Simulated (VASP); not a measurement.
Write the native input for VASP 6.6.1 that does the following.

```yaml
Task: single point
Functional: PBEsol
Potentials_or_basis: VASP PAW PBE potentials, release 64 (Ta_pv, Hf_pv)
Cutoff: 520 eV
k_mesh: 10 × 10 × 6
Occupations: fermi-dirac, width 0.05 eV
Spin: no spin polarisation
Dipole_correction: no
Further_INCAR_settings: ALGO = Normal; EDIFF = 1e-06; NBANDS = 18
```

The structure of HfTa lies in POSCAR:

```
HfTa
1.0
    1.7127470000     -2.3996010000      0.0000000000
    1.7127470000      2.3996010000      0.0000000000
    0.0000000000      0.0000000000      4.8475550000
Ta Hf
1 1
Direct
    0.5000000000      0.5000000000      0.5000000000
    0.0000000000      0.0000000000      0.0000000000
```

These files were run (other wordings do the same):

INCAR

```
SYSTEM = HfTa
PREC     = Accurate       ! precision mode
ENCUT    = 520            ! plane-wave cutoff, eV
EDIFF    = 1E-6           ! SCF threshold, eV
ISMEAR   = -1             ! smearing method
SIGMA    = 0.05           ! smearing width, eV
LREAL    = .False.        ! projectors in reciprocal space
LASPH    = .True.         ! aspherical terms in the spheres
NELM     = 60             ! most SCF steps
ALGO     = Normal         ! electronic algorithm
ISIF     = 2              ! what is computed and relaxed
LWAVE    = .False.        ! write WAVECAR
LCHARG   = .False.        ! write CHGCAR
GGA      = PS             ! functional
NBANDS   = 18             ! bands
```

KPOINTS

```
regular mesh
0
Gamma
  10 10 6
  0 0 0
```

Potentials or basis: VASP PAW PBE potentials, release 64 (Ta_pv, Hf_pv).

The run is started by

```console
$ cat potpaw_PBE.64/Ta_pv/POTCAR potpaw_PBE.64/Hf_pv/POTCAR > POTCAR
$ mpirun -np 1 vasp_std > vasp.out
```

It gave:

```
Pressure               : -5.2 GPa
Band gap on the k mesh : zero (an odd number of electrons rules out a gap without spin polarisation)
```

Caveat: the cell stands under tension; the PAW data sets were made with another functional, which shifts forces and pressure a little; spin-orbit coupling is left out, which moves the levels of the heavy elements.

Run time: 36 s on 1 thread of Intel(R) Xeon(R) Platinum 8375C CPU @ 2.90GHz (Ice Lake), with other jobs on the host, peak memory 0.22 GiB.
